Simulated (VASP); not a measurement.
A run of VASP 6.6.1 is set up as follows.

The input INCAR:

```
ALGO = Normal
EDIFF = 1E-6
ENCUT = 820
GGA = PS
GGA_COMPAT = F
ISIF = 2
ISMEAR = -1
LASPH = T
LCHARG = F
LREAL = F
LWAVE = F
NBANDS = 33
NELM = 120
PREC = Accurate
SIGMA = 0.05
```

Contents of KPOINTS:

```
k-points
0
Gamma
  9 9 5
```

POSCAR

```
CuO
1.0
    2.0041536028     -2.1678123362      0.0000000000
    2.0041536028      2.1678123362      0.0000000000
    0.0000000000      0.0000000000      5.1900742137
Cu O
2 2
Direct
    0.5000000000      0.0000000000      0.0000000000
    0.0000000000      0.5000000000      0.5000000000
    0.5000000000      0.5000000000      0.2500000000
    0.5000000000      0.5000000000      0.7500000000
```

Potentials or basis: VASP PAW PBE potentials, release 64 (Cu_sv_GW, O).

The run is started by

```bash
$ cat potpaw_PBE.64/Cu_sv_GW/POTCAR potpaw_PBE.64/O/POTCAR > POTCAR
$ mpirun -np 1 vasp_std > vasp.out
```

Task: Predict the pressure.

Result: -9.6 GPa.

Task: Estimate the band gap on the k mesh.

Result: Zero (bands 25 and 26 overlap by 0.85 eV).

Stress tensor (GPa, compression positive):
```
 -7.49   0.00   0.00
  0.00  -9.35   0.00
  0.00   0.00 -11.82
```

Caveat: the cell stands under tension; the PAW data sets were made with another functional, which shifts forces and pressure a little; semilocal functionals often make such compounds metallic where correlation or magnetic order opens a gap, which also shifts bond lengths. With open d or f shells a metallic result of PBEsol can be an artefact of self-interaction; +U or a hybrid may open a gap.
